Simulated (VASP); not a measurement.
# Rh: single point with PBE

The system is Rh.

```xyz
1
Lattice="0.0000 1.9161 1.9161 1.9161 0.0000 1.9161 1.9161 1.9161 0.0000" Properties=species:S:1:pos:R:3 pbc="T T T"
Rh    0.0000    0.0000    0.0000
```

```yaml
Program: VASP 6.6.1
Task: single point
Functional: PBE
Potentials_or_basis: VASP PAW PBE potentials, release 64 (Rh_pv)
Cutoff: 520 eV
k_mesh: 14 × 14 × 14
Occupations: gaussian, width 0.01 eV
Spin: no spin polarisation
Dipole_correction: no
Further_INCAR_settings: ALGO = Normal; EDIFF = 1e-07; NBANDS = 14
```

```yaml
Pressure: -0.3 GPa
```

Levels at points of the mesh, in eV from the Fermi level:
```csv
k point,band 5,band 6,band 7,band 8,band 9,band 10
"(0.00, 0.00, 0.00)",-2.92,-2.92,-2.92,-0.91,-0.91,16.05
"(0.50, 0.00, 0.00)",-3.00,-3.00,0.59,0.59,0.79,8.45
"(0.50, 0.50, 0.00)",-5.70,0.56,0.99,0.99,3.27,12.03
```

It took 30 s on 1 thread of Intel Xeon 8259CL, with other jobs on the host, peak memory 0.14 GiB.
